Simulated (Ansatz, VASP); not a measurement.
**One calculation of Te, two programs**

```
Te
1.0
     4.62250    0.00000    0.00000
    -2.31125    4.00320    0.00000
     0.00000    0.00000    5.90548
Te
3
Cartesian
  1.1716 0.0000 1.9685
  -0.5858 1.0147 3.9370
  1.7254 2.9886 0.0000
```

Alike in both runs: functional r2SCAN; k mesh 9 × 9 × 6; occupations gaussian, width 0.02 eV; no spin polarisation.

Ansatz relaxed the structure, and its values are those at the end. VASP's run is a single point on that final structure, the one shown.

|  | VASP | Ansatz |
| --- | --- | --- |
| version | VASP 6.6.1 | Ansatz 0.2.0 |
| potentials or method | VASP PAW PBE potentials, release 64 (Te), cutoff 550 eV | scalar-relativistic, plane waves, PAW |
| valence electrons in the cell | 18 | 48 |

VASP gave:

- gap on the k mesh at the Fermi level (eV): 0.56
- least direct gap on the mesh (eV): 0.56
- pressure (GPa): 0.0
- rms of the force components (eV/Å): 0.015

**Question.** Which values does Ansatz return?

**Answer.** gap on the k mesh at the Fermi level (eV): 0.59; least direct gap on the mesh (eV): 0.59; pressure (GPa): 0.0; rms of the force components (eV/Å): 0.000.

VASP's potentials were made for PBE, not for r2SCAN. With one functional, cell and mesh, what is left measures potentials, basis and numerics. VASP's potentials hold 18 valence electrons a cell and Ansatz's 48, so a difference there can come from the potentials and not from the codes.

Neither program's run includes spin-orbit coupling.
